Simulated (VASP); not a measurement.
Set up this calculation in VASP 6.6.1, as the native input.

```yaml
Task: single point
Functional: r2SCAN
Potentials_or_basis: VASP PAW PBE potentials, release 64 (Hf_pv, O)
Cutoff: 520 eV
k_mesh: 6 × 6 × 6
Occupations: gaussian, width 0.02 eV
Spin: no spin polarisation
Dipole_correction: no
Further_INCAR_settings: ALGO = Normal; EDIFF = 1e-07; NBANDS = 31
```

HfO2:

```
CELL_PARAMETERS angstrom
3.56795 0.00000 0.00000
0.00000 3.56795 0.00000
0.00000 0.00000 5.17619
ATOMIC_POSITIONS crystal
Hf 0.50000 0.50000 0.50000
Hf 0.00000 0.00000 0.00000
O 0.00000 0.50000 0.69836
O 0.50000 0.00000 0.80164
O 0.50000 0.00000 0.30164
O 0.00000 0.50000 0.19836
```

The input as run:

POSCAR

```
HfO2
1.0
    3.5679517369      0.0000000000      0.0000000000
    0.0000000000      3.5679517369      0.0000000000
    0.0000000000      0.0000000000      5.1761904085
Hf O
2 4
Direct
    0.5000000000      0.5000000000      0.5000000000
    0.0000000000      0.0000000000      0.0000000000
    0.0000000000      0.5000000000      0.6983560931
    0.5000000000      0.0000000000      0.8016439069
    0.5000000000      0.0000000000      0.3016439069
    0.0000000000      0.5000000000      0.1983560931
```

INCAR.step1

```
SYSTEM = HfO2
ALGO     = Normal         ! electronic algorithm
EDIFF    = 1E-4           ! SCF threshold, eV
ENCUT    = 520            ! plane-wave cutoff, eV
GGA      = PE             ! functional
ISMEAR   = 0              ! smearing method
LASPH    = .TRUE.         ! aspherical terms in the spheres
LCHARG   = .FALSE.        ! write CHGCAR
LREAL    = .FALSE.        ! projectors in reciprocal space
LWAVE    = .TRUE.         ! write WAVECAR
NBANDS   = 31             ! bands
NELM     = 80             ! most SCF steps
PREC     = Accurate       ! precision mode
SIGMA    = 0.02           ! smearing width, eV
```

INCAR.step2

```
SYSTEM = HfO2
ALGO     = Normal         ! electronic algorithm
EDIFF    = 1E-7           ! SCF threshold, eV
ENCUT    = 520            ! plane-wave cutoff, eV
ISIF     = 2              ! what is computed and relaxed
ISMEAR   = 0              ! smearing method
ISTART   = 1            
LASPH    = .TRUE.         ! aspherical terms in the spheres
LCHARG   = .FALSE.        ! write CHGCAR
LMIXTAU  = .TRUE.       
LREAL    = .FALSE.        ! projectors in reciprocal space
LWAVE    = .FALSE.        ! write WAVECAR
METAGGA  = R2SCAN         ! meta-GGA
NBANDS   = 31             ! bands
NELM     = 80             ! most SCF steps
PREC     = Accurate       ! precision mode
SIGMA    = 0.02           ! smearing width, eV
```

KPOINTS

```
k-points
0
G
  6 6 6
  0 0 0
```

Potentials or basis: VASP PAW PBE potentials, release 64 (Hf_pv, O).

The run is started by

```bash
$ cat potpaw_PBE.64/Hf_pv/POTCAR potpaw_PBE.64/O/POTCAR > POTCAR
$ cp INCAR.step1 INCAR
$ mpirun -np 1 vasp_std > vasp.out
$ cp INCAR.step2 INCAR
$ mpirun -np 1 vasp_std > vasp.out
```

It gave:

| Quantity | Value |
| --- | --- |
| Pressure | -1.6 GPa |
| Largest force | 0.066 eV/Å |
| Band gap on the k mesh | 5.25 eV, indirect (least direct gap 5.33 eV) |

Caveat: the PAW data sets were made with another functional, which shifts forces and pressure a little; spin-orbit coupling is left out, which moves the levels of the heavy elements.

Run time: 3.1 min on 1 thread of Intel(R) Xeon(R) Platinum 8488C (Sapphire Rapids), on a shared host, peak memory 0.22 GiB.
